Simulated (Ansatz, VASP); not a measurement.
**Two plane-wave programs on Ni3O4**

```
CELL_PARAMETERS angstrom
2.92423 -3.92382 0.00000
2.92423 3.92382 0.00000
0.00000 0.00000 2.84726
ATOMIC_POSITIONS crystal
Ni 0.50000 0.00000 0.50000
Ni 0.00000 0.50000 0.50000
Ni 0.00000 0.00000 0.00000
O 0.78789 0.78789 0.50000
O 0.21211 0.21211 0.50000
O 0.23716 0.76284 0.96576
O 0.76284 0.23716 0.03424
```

Change from the starting cell: mode 1 (-73.2 1/cm) frozen in, largest displacement +0.098 Å.

Alike in both runs: task single point; functional PBEsol; k mesh 8 × 8 × 14; occupations gaussian, width 0.15 eV; no spin polarisation.

|  | VASP | Ansatz |
| --- | --- | --- |
| version | VASP 6.6.1 | Ansatz 0.2.0 |
| potentials or method | VASP PAW PBE potentials, release 64 (Ni, O), cutoff 520 eV | scalar-relativistic, plane waves, PAW |
| valence electrons in the cell | 54 | 78 |

|  | VASP | Ansatz | Ansatz less VASP |
| --- | --- | --- | --- |
| gap on the k mesh at the Fermi level (eV) | none | none | - |
| pressure (GPa) | 0.6 | 0.4 | -0.26 |
| traceless stress, the component that is largest in VASP (GPa) | -1.84 | -1.90 | -0.059 |
| rms of the force components (eV/Å) | 0.027 | 0.006 | -0.0205 |

VASP's potentials were made for PBE, not for PBEsol. Atom by atom the forces differ by 0.021 eV/Å (rms over components). A gap of «none» marks a metal or a gap that the smearing closes. VASP's potentials hold 54 valence electrons a cell and Ansatz's 78, so a difference there can come from the potentials and not from the codes.
